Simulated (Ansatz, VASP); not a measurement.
Two plane-wave programs on Hf2WS2

File INCAR:

```
SYSTEM = Hf2WS2
  ALGO = Normal
  EDIFF = 1E-6
  ENCUT = 520
  GGA = PE
  ISIF = 2
  ISMEAR = 0
  LASPH = .True.
  LCHARG = .False.
  LREAL = .False.
  LWAVE = .False.
  NBANDS = 31
  NELM = 80
  PREC = Accurate
  SIGMA = 0.1
```

The input KPOINTS:

```
k-points
0
Gamma
  6 6 4
  0 0 0
```

POSCAR

```
Hf2WS2
1.0
    4.1750941900      0.0000000000      0.0000000000
   -2.0875470900      3.6157376300      0.0000000000
    0.0000000000      0.0000000000      6.8036313200
Hf W S
2 1 2
Direct
    0.0000000000      0.0000000000      0.1906487700
    0.0000000000      0.0000000000      0.8093512300
    0.0000000000      0.0000000000      0.5000000000
    0.3333333300      0.6666666700      0.0376460300
    0.6666666700      0.3333333300      0.9623539700
```

Input for Ansatz:

```yaml
crystal:
  lattice:
    - [4.17509419, 0.0, 0.0]
    - [-2.08754709, 3.61573763, 0.0]
    - [0.0, 0.0, 6.80363132]
  atoms:
    - { symbol: Hf, position: [0.0, 0.0, 0.19064877] }
    - { symbol: Hf, position: [0.0, 0.0, 0.80935123] }
    - { symbol: W, position: [0.0, 0.0, 0.5] }
    - { symbol: S, position: [0.33333333, 0.66666667, 0.03764603] }
    - { symbol: S, position: [0.66666667, 0.33333333, 0.96235397] }
basis:
  ecutwfc: 420
kpoints:
  mp_grid: { grid: [6, 6, 4] }
hamiltonian:
  xc: pbe
scf:
  occupations: { method: gaussian, width: 0.1 }
  lower_state_search: "off"
output:
  forces: true
  stress: true
  eigenvalues: true
```

Alike in both runs: task single point; functional PBE; k mesh 6 × 6 × 4; occupations gaussian, width 0.1 eV; no spin polarisation.

|  | VASP | Ansatz |
| --- | --- | --- |
| version | VASP 6.6.1 | Ansatz 0.2.0 |
| potentials or method | VASP PAW PBE potentials, release 64 (Hf_pv, W_sv, S), cutoff 520 eV | scalar-relativistic, plane waves, PAW |
| valence electrons in the cell | 46 | 78 |

```csv
,VASP,Ansatz,Ansatz less VASP
gap on the k mesh at the Fermi level (eV),none,none,-
pressure (GPa),28.0,28.2,+0.25
"traceless stress, the component that is largest in VASP (GPa)",47.58,47.12,-0.458
rms of the force components (eV/Å),2.710,2.647,-0.0628
```

Atom by atom the forces differ by 0.065 eV/Å (rms over components). A gap of «none» marks a metal or a gap that the smearing closes. VASP's potentials hold 46 valence electrons a cell and Ansatz's 78, so a difference there can come from the potentials and not from the codes.

Neither program's run includes spin-orbit coupling.
